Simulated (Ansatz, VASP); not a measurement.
## Two plane-wave programs on MoS2

```
Mo S
1.0
     3.26730    0.00000    0.00000
    -1.63365    2.82956    0.00000
     0.00000    0.00000   12.06750
Mo S
2 4
Direct
  0.33333 0.66667 0.25000
  0.66667 0.33333 0.75000
  0.33333 0.66667 0.62599
  0.66667 0.33333 0.12599
  0.33333 0.66667 0.87401
  0.66667 0.33333 0.37401
```

Alike in both runs: task single point; functional PBEsol; k mesh 12 × 12 × 2; no spin polarisation.

|  | VASP | Ansatz |
| --- | --- | --- |
| version | VASP 6.6.1 | Ansatz 0.2.0 |
| potentials or method | VASP PAW PBE potentials, release 64 (Mo_sv, S), cutoff 520 eV | scalar-relativistic, plane waves, PAW |
| occupations | methfessel-paxton of order 1, width 0.2 eV | cold, width 0.2 eV |
| valence electrons in the cell | 52 | 52 |

VASP gave:

```
pressure (GPa)                                                : -4.5
traceless stress, the component that is largest in VASP (GPa) : 8.40
rms of the force components (eV/Å)                            : 0.186
```

Question: Which values does Ansatz return?

Answer: Pressure (GPa): -4.4; traceless stress, the component that is largest in VASP (GPa): 8.40; rms of the force components (eV/Å): 0.186.

VASP's potentials were made for PBE, not for PBEsol. Atom by atom the forces differ by 0.001 eV/Å (rms over components).
